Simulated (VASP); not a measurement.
Here is a VASP 6.6.1 calculation.

File INCAR:

```
SYSTEM = HfO2
PREC = Accurate
ENCUT = 600
EDIFF = 1E-6
ISMEAR = 0
SIGMA = 0.05
LREAL = .False.
LASPH = .True.
NELM = 120
ALGO = Normal
ISIF = 2
LWAVE = .False.
LCHARG = .True.
GGA = B5
ALDAX = 1.0
AGGAX = 1.0
AGGAC = 1.0
ALDAC = 0.0
LELF = .True.
LVHAR = .True.
NBANDS = 18
GGA_COMPAT = .False.
```

Contents of KPOINTS:

```
Automatic mesh
0
Gamma
  8 8 8
  0 0 0
```

File POSCAR:

```
HfO2
1.0
    0.0000000000      2.5575019374      2.5575019374
    2.5575019374      0.0000000000      2.5575019374
    2.5575019374      2.5575019374      0.0000000000
Hf O
1 2
Direct
    0.0000000000      0.0000000000      0.0000000000
    0.2500000000      0.2500000000      0.2500000000
    0.7500000000      0.7500000000      0.7500000000
```

Potentials or basis: VASP PAW PBE potentials, release 64 (Hf_pv, O).

Launch:

```sh
$ cat potpaw_PBE.64/Hf_pv/POTCAR potpaw_PBE.64/O/POTCAR > POTCAR
$ mpirun -np 1 vasp_std > vasp.out
```

Q: Predict the pressure.

A: 0.9 GPa.

Q: Estimate the band gap on the k mesh.

A: 3.81 eV.

Caveat: the PAW data sets were made with another functional, which shifts forces and pressure a little; spin-orbit coupling is left out, which moves the levels of the heavy elements. A k mesh can miss the band edges.
